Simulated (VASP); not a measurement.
A run of VASP 6.6.1 is set up as follows.

Contents of INCAR:

```
SYSTEM = C
PREC     = Accurate       ! precision mode
ENCUT    = 520            ! plane-wave cutoff, eV
EDIFF    = 1E-6           ! SCF threshold, eV
ISMEAR   = 0              ! smearing method
SIGMA    = 0.03           ! smearing width, eV
LREAL    = .False.        ! projectors in reciprocal space
LASPH    = .True.         ! aspherical terms in the spheres
NELM     = 60             ! most SCF steps
ALGO     = Normal         ! electronic algorithm
ISIF     = 2              ! what is computed and relaxed
LWAVE    = .False.        ! write WAVECAR
LCHARG   = .True.         ! write CHGCAR
GGA      = PE             ! functional
IVDW     = 12             ! dispersion correction
LELF     = .True.         ! ELF
LVHAR    = .True.       
NBANDS   = 11             ! bands
```

File KPOINTS:

```
Automatic mesh
0
Gamma
  18 18 18
  0 0 0
```

POSCAR

```
C
1.0
    0.0000000000      2.2162504831      3.5286783353
    1.2802356795      0.0000000000      3.5286783353
    1.2802356795      2.2162504831      0.0000000000
C
2
Direct
    0.1666966007      0.8333033993      0.1666966007
    0.8333033993      0.1666966007      0.8333033993
```

Potentials or basis: VASP PAW PBE potentials, release 64 (C).

Command:

```console
$ cat potpaw_PBE.64/C/POTCAR > POTCAR
$ mpirun -np 1 vasp_std > vasp.out
```

Task: Predict the dispersion energy per atom.

Result: -0.142 eV.

Task: Predict the largest force.

Result: 0.005 eV/Å.

Task: What does it give for the pressure?

Result: -25.9 GPa.

Forces in eV/Å, atoms in the order of the input:
```
C    0.000 -0.005  0.000
C    0.000  0.005  0.000
```

Caveat: the cell stands under tension.
